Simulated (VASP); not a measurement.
# SiNi (Pnma) in VASP: settings compared

The runs below take SiNi through single point, with PBE+D3(BJ), PBEsol.

All numbers are computed with VASP 6.6.1; they aren't measurements. Logs are shortened: lines on timing, memory, paths and dates and some standing lists are left out, and cuts for length are marked.

### Step 1. The cell of the first run

It takes space group Pnma (No. 62, orthorhombic). Conventional cell: a = 5.173 Å, b = 3.338 Å, c = 5.605 Å, α = 90.00°, β = 90.00°, γ = 90.00°. Within 3.0 Å of Ni (site symmetry m) lie 6 Si at 2.28 to 2.40 Å and 4 Ni at 2.68 to 2.69 Å. Within 3.0 Å of Si (site symmetry m) lie 6 Ni at 2.28 to 2.40 Å and 2 Si at 2.66 Å.

### Step 2. Single point, PBE+D3(BJ), collinear spin, ferromagnetic start

The input, INCAR:

```
SYSTEM = SiNi
  ALGO = Normal
  EDIFF = 1E-6
  ENCUT = 520
  GGA = PE
  ISIF = 2
  ISMEAR = -1
  ISPIN = 2
  IVDW = 12
  LASPH = .TRUE.
  LCHARG = .TRUE.
  LELF = .TRUE.
  LMAXMIX = 4
  LORBIT = 11
  LREAL = .FALSE.
  LVHAR = .TRUE.
  LWAVE = .FALSE.
  MAGMOM = 1 1 1 1 0 0 0 0
  NBANDS = 42
  NELM = 150
  PREC = Accurate
  SIGMA = 0.05
```

The input, KPOINTS:

```
k-points
0
G
  5 8 5
  0 0 0
```

The input, POSCAR:

```
SiNi
1.0
    5.1731000000      0.0000000000      0.0000000000
    0.0000000000      3.3381000000      0.0000000000
    0.0000000000      0.0000000000      5.6049000000
Ni Si
4 4
Direct
    0.9922100000      0.7500000000      0.8124800000
    0.5077900000      0.2500000000      0.3124800000
    0.4922100000      0.7500000000      0.6875200000
    0.0077900000      0.2500000000      0.1875200000
    0.6787200000      0.2500000000      0.9175000000
    0.8212800000      0.7500000000      0.4175000000
    0.1787200000      0.2500000000      0.5825000000
    0.3212800000      0.7500000000      0.0825000000
```

Potentials or basis: VASP PAW PBE potentials, release 64 (Ni, Si).

The run is started by

```
> cat potpaw_PBE.64/Ni/POTCAR potpaw_PBE.64/Si/POTCAR > POTCAR
> mpirun -np 1 vasp_std > vasp.out
```

OUTCAR:

```text
SYSTEM = SiNi
   EDIFF = 1E-6
   ENCUT = 520
   GGA = PE
   ISIF = 2
   ISMEAR = -1
   ISPIN = 2
   IVDW = 12
   LASPH = .TRUE.
   LORBIT = 11
   LREAL = .FALSE.
   NELM = 150
   PREC = Accurate
 IVDW          = 12

 ion  position               nearest neighbor table
   1  0.992  0.750  0.812-   8 2.28   7 2.32   7 2.32   6 2.38   5 2.40   5 2.40   3 2.68   3 2.68
                             4 2.69   4 2.69
   2  0.508  0.250  0.312-   7 2.28   8 2.32   8 2.32   5 2.38   6 2.40   6 2.40   4 2.68   4 2.68
                             3 2.69   3 2.69
   3  0.492  0.750  0.688-   6 2.28   5 2.32   5 2.32   8 2.38   7 2.40   7 2.40   1 2.68   1 2.68
                             2 2.69   2 2.69
   4  0.008  0.250  0.188-   5 2.28   6 2.32   6 2.32   7 2.38   8 2.40   8 2.40   2 2.68   2 2.68
                             1 2.69   1 2.69
   5  0.679  0.250  0.917-   4 2.28   3 2.32   3 2.32   2 2.38   1 2.40   1 2.40   8 2.66   8 2.66

   6  0.821  0.750  0.417-   3 2.28   4 2.32   4 2.32   1 2.38   2 2.40   2 2.40   7 2.66   7 2.66

   7  0.179  0.250  0.583-   2 2.28   1 2.32   1 2.32   4 2.38   3 2.40   3 2.40   6 2.66   6 2.66

   8  0.321  0.750  0.083-   1 2.28   2 2.32   2 2.32   3 2.38   4 2.40   4 2.40   5 2.66   5 2.66

  LATTYP: Found a simple orthorhombic cell.
 ALAT       =     3.3381000000
 B/A-ratio  =     1.5497139091
 C/A-ratio  =     1.6790689314

  Lattice vectors:

 A1 = (   0.0000000000,  -3.3381000000,   0.0000000000)
 A2 = (   5.1731000000,   0.0000000000,   0.0000000000)
 A3 = (   0.0000000000,   0.0000000000,   5.6049000000)

Analysis of symmetry for initial positions (statically):
=====================================================================
 Subroutine PRICEL returns:
 Original cell was already a primitive cell.

 Routine SETGRP: Setting up the symmetry group for a
 simple orthorhombic supercell.

 Subroutine GETGRP returns: Found  8 space group operations
 (whereof  2 operations were pure point group operations)
 out of a pool of  8 trial point group operations.

The static configuration has the point symmetry S_2 .
 The point group associated with its full space group is D_2h.

Analysis of symmetry for dynamics (positions and initial velocities):
=====================================================================
 Subroutine PRICEL returns:
 Original cell was already a primitive cell.

 Routine SETGRP: Setting up the symmetry group for a
 simple orthorhombic supercell.

 Subroutine GETGRP returns: Found  8 space group operations
 (whereof  2 operations were pure point group operations)
 out of a pool of  8 trial point group operations.

The dynamic configuration has the point symmetry S_2 .
 The point group associated with its full space group is D_2h.

Analysis of structural, dynamic, and magnetic symmetry:
=====================================================================
 Subroutine PRICEL returns:
 Original cell was already a primitive cell.

 Routine SETGRP: Setting up the symmetry group for a
 simple orthorhombic supercell.

 Subroutine GETGRP returns: Found  8 space group operations
 (whereof  2 operations were pure point group operations)
 out of a pool of  8 trial point group operations.

The overall configuration has the point symmetry S_2 .
 The point group associated with its full space group is D_2h.

 Subroutine INISYM returns: Found  8 space group operations
 (whereof  2 operations are pure point group operations),
 and found     1 'primitive' translations

----------------------------------------------------------------------------------------

                                     Primitive cell

  volume of cell :      96.7872

  direct lattice vectors                    reciprocal lattice vectors
     5.173100000  0.000000000  0.000000000     0.193307688  0.000000000  0.000000000
     0.000000000  3.338100000  0.000000000     0.000000000  0.299571613  0.000000000
     0.000000000  0.000000000  5.604900000     0.000000000  0.000000000  0.178415315

  length of vectors
     5.173100000  3.338100000  5.604900000     0.193307688  0.299571613  0.178415315

  position of ions in fractional coordinates (direct lattice)
     0.992210000  0.750000000  0.812480000
     0.507790000  0.250000000  0.312480000
     0.492210000  0.750000000  0.687520000
     0.007790000  0.250000000  0.187520000
     0.678720000  0.250000000  0.917500000
     0.821280000  0.750000000  0.417500000
     0.178720000  0.250000000  0.582500000
     0.321280000  0.750000000  0.082500000

  ion indices of the primitive-cell ions
   primitive index   ion index
                 1           1
                 2           2
                 3           3
                 4           4
                 5           5
                 6           6
                 7           7
                 8           8

----------------------------------------------------------------------------------------

 KPOINTS: k-points

Automatic generation of k-mesh.
 Grid dimensions read from file:
 generate k-points for:    5    8    5

 Generating k-lattice:

  Cartesian coordinates                     Fractional coordinates (reciprocal lattice)
     0.038661538  0.000000000  0.000000000     0.200000000  0.000000000  0.000000000
     0.000000000  0.037446452  0.000000000     0.000000000  0.125000000  0.000000000
     0.000000000  0.000000000  0.035683063     0.000000000  0.000000000  0.200000000

  Length of vectors
     0.038661538  0.037446452  0.035683063

  Shift w.r.t. Gamma in fractional coordinates (k-lattice)
     0.000000000  0.000000000  0.000000000

 Subroutine IBZKPT returns following result:
 ===========================================

 Found     45 irreducible k-points:

 Following reciprocal coordinates:
            Coordinates               Weight
  0.000000  0.000000  0.000000      1.000000
  0.200000  0.000000  0.000000      2.000000
  0.400000  0.000000  0.000000      2.000000
  0.000000  0.125000  0.000000      2.000000
  0.200000  0.125000  0.000000      4.000000
  0.400000  0.125000  0.000000      4.000000
[... 16 lines left out ...]
  0.200000  0.250000  0.200000      8.000000
  0.400000  0.250000  0.200000      8.000000
 [... further k-points ...]
   k-points           NKPTS =     45   k-points in BZ     NKDIM =     45   number of bands    NBANDS=     42
   number of dos      NEDOS =    301   number of ions     NIONS =      8
   total plane-waves  NPLWV =  47040
   dimension x,y,z NGX =    40 NGY =   28 NGZ =   42
   dimension x,y,z NGXF=    80 NGYF=   56 NGZF=   84
   ions per type =               4   4
   NGX,Y,Z   is equivalent  to a cutoff of  12.85, 13.94, 12.46 a.u.
   NGXF,Y,Z  is equivalent  to a cutoff of  25.71, 27.89, 24.92 a.u.
 SYSTEM =  SiNi
   PREC   = accura    normal or accurate (medium, high low for compatibility)
   ISTART =      0    job   : 0-new  1-cont  2-samecut
   ICHARG =      2    charge: 1-file 2-atom 10-const
   ISPIN  =      2    spin polarized calculation?
   LNONCOLLINEAR =      F non collinear calculations
   LSORBIT =      F    spin-orbit coupling
   LASPH  =      T    aspherical Exc in radial PAW
   ENCUT  =  520.0 eV  38.22 Ry    6.18 a.u.   9.62  6.21 10.42*2*pi/ulx,y,z
   NELM   =    150;   NELMIN=  2; NELMDL= -5     # of ELM steps
   EDIFF  = 0.1E-05   stopping-criterion for ELM
   LREAL  =      F    real-space projection
   EDIFFG = 0.1E-04   stopping-criterion for IOM
   NSW    =      0    number of steps for IOM
   IBRION =     -1    ionic relax: 0-MD 1-quasi-New 2-CG
   NFREE  =      0    steps in history (QN), initial steepest desc. (CG)
   ISIF   =      2    stress and relaxation
   ISYM   =      2    0-nonsym 1-usesym 2-fastsym
   POTIM  = 0.5000    time-step for ionic-motion
   TEBEG  =    0.0;   TEEND  =   0.0 temperature during run
   PSTRESS=    0.0 pullay stress
   NELECT =      56.0000    total number of electrons
   NUPDOWN=      -1.0000    fix difference up-down
   EMIN   =  10.00;   EMAX   =-10.00  energy-range for DOS
   EFERMI =   0.00;   METHOD = LEGACY
   ISMEAR =    -1;   SIGMA  =   0.05  broadening in eV -4-tet -1-fermi 0-gaus
   EFERMI_NEDOS =   21; number of points for ismear=-14 and -15
   IALGO  =     38    algorithm
   IMIX   =      4    mixing-type and parameters
     AMIX     =   0.40;   BMIX     =  1.00
     AMIX_MAG =   1.60;   BMIX_MAG =  1.00
  volume/ion in A,a.u.               =      12.10        81.64
  Fermi-wavevector in a.u.,A,eV,Ry     =   1.364158  2.577886 25.319466  1.860928
  Thomas-Fermi vector in A             =   2.490499
   LORBIT       =     11    0 simple, 1 ext, 2 COOP (PROOUT), +10 PAW based schemes
   GGA     = PE    functional components
   LHFCALC =     F    Hartree Fock is set to
   AEXX    =    0.0000 exact exchange contribution
   IVDW    =    12    specifies the selected vdW correction
   LEPSILON=     F    determine dielectric tensor
   LRPA    =     F    only Hartree local field effects (RPA)
 spin polarized calculation
  energy-cutoff  :      520.00
  volume of cell :       96.79
 maximum number of plane-waves:      2628
 NGX is ok and might be reduce to    40
   NGX = 19   NGY = 13   NGZ = 21

 number of electron      55.9999991 magnetization       0.0002874

 number of electron      55.9999991 magnetization      -0.0001258

 Free energy of the ion-electron system (eV)
  ---------------------------------------------------
  ext. energy  EPLUGINS =         0.00000000
  ---------------------------------------------------
  free energy    TOTEN  =       -47.59366205 eV

  energy without entropy =      -47.57527267  energy(sigma->0) =      -47.58446736

 E-fermi :  10.4675     XC(G=0): -12.2178

 val. band max:       10.4531631596   @ k =   0.0000   0.3750   0.2000
 cond. band min:      10.4753371934   @ k =   0.0000   0.5000   0.4000
 fundamental gap:      0.0221740338
 Fermi energy:        10.4674595830

 spin component 1

 k-point     1 :       0.0000    0.0000    0.0000
  band No.  band energies     occupation
      1      -2.5633      1.00000
      2       0.7407      1.00000
      3       2.1012      1.00000
      4       2.5938      1.00000
      5       3.9292      1.00000
      6       4.3897      1.00000
[... 32 lines left out ...]
     39      17.3057      0.00000
[... 988 lines left out ...]
     39      17.6768      0.00000
     40      18.0410      0.00000

 [... further k-points ...]

 spin component 2

 k-point     1 :       0.0000    0.0000    0.0000
  band No.  band energies     occupation
      1      -2.5634      1.00000
      2       0.7406      1.00000
      3       2.1012      1.00000
      4       2.5937      1.00000
      5       3.9292      1.00000
      6       4.3896      1.00000
[... 32 lines left out ...]
     39      17.3056      0.00000
[... 988 lines left out ...]
     39      17.6768      0.00000
     40      18.0410      0.00000

 [... further k-points ...]

 [bands above 40 left out]

------------------------ aborting loop because EDIFF is reached ----------------------------------------

 Edisp (eV)   -3.73819

 E8    (eV) :    -1.5757

  FORCE on cell =-STRESS in cart. coord.  units (eV):
  Direction    XX          YY          ZZ          XY          YZ          ZX
  --------------------------------------------------------------------------------------
  -------------------------------------------------------------------------------------
  Total      -3.36877    -1.62448    -2.29518     0.00000     0.00000     0.00000
  in kB     -55.76534   -26.89108   -37.99350     0.00000     0.00000     0.00000
  external pressure =      -40.22 kB  Pullay stress =        0.00 kB

 VOLUME and BASIS-vectors are now :
 -----------------------------------------------------------------------------
  energy-cutoff  :      520.00
  volume of cell :       96.79
      direct lattice vectors                 reciprocal lattice vectors
     5.173100000  0.000000000  0.000000000     0.193307688  0.000000000  0.000000000
     0.000000000  3.338100000  0.000000000     0.000000000  0.299571613  0.000000000
     0.000000000  0.000000000  5.604900000     0.000000000  0.000000000  0.178415315

 POSITION                                       TOTAL-FORCE (eV/Angst)
 -----------------------------------------------------------------------------------
      5.13280      2.50357      4.55387        -0.034160     -0.000000     -0.062852
      2.62685      0.83452      1.75142         0.034160     -0.000000     -0.062852
      2.54625      2.50357      3.85348        -0.034160      0.000000      0.062852
      0.04030      0.83452      1.05103         0.034160      0.000000      0.062852
      3.51109      0.83452      5.14250        -0.008562     -0.000000     -0.032733
      4.24856      2.50357      2.34005         0.008562     -0.000000     -0.032733
      0.92454      0.83452      3.26485        -0.008562     -0.000000      0.032733
      1.66201      2.50357      0.46240         0.008562     -0.000000      0.032733
 -----------------------------------------------------------------------------------
    total drift:                               -0.000000      0.000000     -0.000000

  FREE ENERGIE OF THE ION-ELECTRON SYSTEM (eV)
  ---------------------------------------------------
  free  energy   TOTEN  =       -51.3318526262 eV

  energy  without entropy=      -51.3134632424  energy(sigma->0) =      -51.32265793

 total charge

# of ion       s       p       d       tot
------------------------------------------
    1        0.498   0.640   8.447   9.585
    2        0.498   0.640   8.447   9.585
    3        0.498   0.640   8.447   9.585
    4        0.498   0.640   8.447   9.585
    5        0.761   0.853   0.000   1.615
    6        0.761   0.853   0.000   1.615
    7        0.761   0.853   0.000   1.615
    8        0.761   0.853   0.000   1.615
--------------------------------------------------
tot          5.036   5.975  33.787  44.798

 magnetization (x)

# of ion       s       p       d       tot
------------------------------------------
    1        0.000  -0.000   0.000   0.000
    2        0.000  -0.000   0.000   0.000
    3        0.000  -0.000   0.000   0.000
    4        0.000  -0.000   0.000   0.000
    5       -0.000  -0.000   0.000  -0.000
    6       -0.000  -0.000   0.000  -0.000
    7       -0.000  -0.000   0.000  -0.000
    8       -0.000  -0.000   0.000  -0.000
--------------------------------------------------
tot          0.000  -0.000   0.000   0.000
```

It took 5.5 min on 1 thread of Intel Xeon Platinum 8259CL at 2.50GHz (Skylake/Cascade Lake), shared host; peak memory 0.41 GiB.

What came out:

```
Free energy                                           : -51.3319 eV
Pressure                                              : -4.0 GPa
Largest force                                         : 0.072 eV/Å
Band gap on the k mesh                                : zero (filled and empty bands overlap)
Net moment                                            : 0.00 μB per cell
Valence electrons inside the program's atomic spheres : Ni 9.59; Si 1.61
Dispersion energy per atom                            : -0.467 eV
```

Forces on the atoms (eV/Å):
```
Ni  -0.034  0.000 -0.063
Ni   0.034  0.000 -0.063
Ni  -0.034  0.000  0.063
Ni   0.034  0.000  0.063
Si  -0.009  0.000 -0.033
Si   0.009  0.000 -0.033
Si  -0.009  0.000  0.033
Si   0.009  0.000  0.033
```

Levels at points of the mesh, in eV from the Fermi level:
Spin up:
| k point | band 26 | band 27 | band 28 | band 29 | band 30 | band 31 |
| --- | --- | --- | --- | --- | --- | --- |
| (0.00, 0.00, 0.00) | -1.22 | -1.02 | -1.00 | 0.52 | 1.18 | 3.35 |
| (0.00, 0.50, 0.00) | -1.88 | -1.45 | -1.45 | -0.65 | -0.65 | 1.96 |
Spin down:
| k point | band 24 | band 25 | band 26 | band 27 | band 28 | band 29 | band 30 | band 31 | band 32 | band 33 |
| --- | --- | --- | --- | --- | --- | --- | --- | --- | --- | --- |
| (0.00, 0.00, 0.00) | -1.99 | -1.88 | -1.22 | -1.02 | -1.00 | 0.52 | 1.18 | 3.35 | 4.03 | 4.15 |
| (0.00, 0.50, 0.00) | -2.11 | -1.88 | -1.88 | -1.45 | -1.45 | -0.65 | -0.65 | 1.96 | 1.96 | 2.50 |

Caveat: three body term missing; the cell stands under tension; the moments typed at the start vanished in this run.

### Step 3. Single point, PBEsol, collinear spin, zero start

The input, INCAR:

```
SYSTEM = SiNi
PREC = Accurate
ENCUT = 520
EDIFF = 1E-6
ISMEAR = -1
SIGMA = 0.05
LREAL = .FALSE.
LASPH = .TRUE.
NELM = 150
ALGO = Normal
ISIF = 2
LWAVE = .FALSE.
LCHARG = .FALSE.
ISPIN = 2
MAGMOM = 0 0 0 0 0 0 0 0
LORBIT = 11
NUPDOWN = 0.0
LMAXMIX = 4
GGA = PS
NBANDS = 42
```

The input, KPOINTS:

```
Automatic mesh
0
G
  5 7 4
  0 0 0
```

POSCAR is that of step 2.

Potentials or basis: VASP PAW PBE potentials, release 64 (Ni, Si).

The run is started by

```
> cat potpaw_PBE.64/Ni/POTCAR potpaw_PBE.64/Si/POTCAR > POTCAR
> mpirun -np 1 vasp_std > vasp.out
```

Wall time 6.5 min (1 thread of Oxide Virtual Turin-like, shared host); peak memory 0.33 GiB.

The run converged. Its results:

- Free energy: -52.2562 eV
- Pressure: -4.1 GPa
- Largest force: 0.069 eV/Å
- Net moment: 0.00 μB per cell
- Valence electrons inside the program's atomic spheres: Ni 9.60; Si 1.61

Forces on the atoms (eV/Å):
```
Ni  -0.017  0.000 -0.047
Ni   0.017  0.000 -0.047
Ni  -0.017  0.000  0.047
Ni   0.017  0.000  0.047
Si   0.053  0.000 -0.045
Si  -0.053  0.000 -0.045
Si   0.053  0.000  0.045
Si  -0.053  0.000  0.045
```

Stress tensor (GPa, compression positive):
```
-5.18  0.00  0.00
 0.00 -3.25  0.00
 0.00  0.00 -3.73
```

Caveat: the cell stands under tension; the PAW data sets were made with another functional, which shifts forces and pressure a little; the total moment is fixed, so each spin has its own Fermi level.

### Step 4. Single point, PBEsol, collinear spin, ferromagnetic start

The input, INCAR:

```
ALGO = Normal
EDIFF = 1E-6
ENCUT = 520
GGA = PS
ISIF = 2
ISMEAR = -1
ISPIN = 2
LASPH = True
LCHARG = True
LELF = True
LMAXMIX = 4
LORBIT = 11
LREAL = False
LVHAR = True
LWAVE = False
MAGMOM = 0.25 0.25 0.25 0.25 0 0 0 0
NBANDS = 42
NELM = 150
NUPDOWN = 1.0
PREC = Accurate
SIGMA = 0.05
```

The input, KPOINTS:

```
k-points
0
Gamma
  5 7 4
```

POSCAR is that of step 3.

The run is started by

```
> cat potpaw_PBE.64/Ni/POTCAR potpaw_PBE.64/Si/POTCAR > POTCAR
> mpirun -np 1 vasp_std > vasp.out
```

Wall time 5.1 min (1 thread of Oxide Virtual Turin-like, shared host); peak memory 0.34 GiB.

Results (log left out):

- Free energy: -52.0227 eV
- Pressure: -3.6 GPa
- Largest force: 0.067 eV/Å
- Net moment: 1.00 μB per cell
- Site moments: Ni +0.17; Si +0.04 μB
- Valence electrons inside the program's atomic spheres: Ni 9.60; Si 1.61

Forces on the atoms (eV/Å):
```
Ni  -0.031  0.000 -0.045
Ni   0.031  0.000 -0.045
Ni  -0.031  0.000  0.045
Ni   0.031  0.000  0.045
Si   0.060  0.000 -0.031
Si  -0.060  0.000 -0.031
Si   0.060  0.000  0.031
Si  -0.060  0.000  0.031
```

Stress tensor (GPa, compression positive):
```
-3.38  0.00  0.00
 0.00 -3.90  0.00
 0.00  0.00 -3.59
```

Caveat: the cell stands under tension; the PAW data sets were made with another functional, which shifts forces and pressure a little; the total moment is fixed, so each spin has its own Fermi level and the state may be an excited one.

### Step 5. Summary

```csv
level,spin,fixed moment (μB),k mesh,pressure (GPa),moment (μB),largest force (eV/Å)
PBE+D3(BJ),"collinear, ferromagnetic start",-,5 × 8 × 5,-4.0,0.00,0.07
PBEsol,"collinear, zero start",0.0,5 × 7 × 4,-4.1,0.00,0.07
PBEsol,"collinear, ferromagnetic start",1.0,5 × 7 × 4,-3.6,1.00,0.07
```

Alike in all rows: task single point; potentials or basis VASP PAW PBE potentials, release 64 (Ni, Si); cell as given; cutoff (eV) 520; smearing fermi-dirac 0.05 eV.

The pressure there spans -4.1 GPa (PBEsol) to -3.6 GPa (PBEsol); a positive pressure means that this level wants a larger cell, a negative one a smaller.

Caveats: the cell stands under tension; the PAW data sets were made with another functional, which shifts forces and pressure a little (at least some runs); three body term missing (at least some runs); the moments typed at the start vanished in this run (at least some runs); the total moment is fixed, so each spin has its own Fermi level (at least some runs); the total moment is fixed, so each spin has its own Fermi level and the state may be an excited one (at least some runs).

Absolute energies hang on the potentials; compare differences alone.

The gap in the log of VASP goes by the Fermi energy; the results here count the filled bands.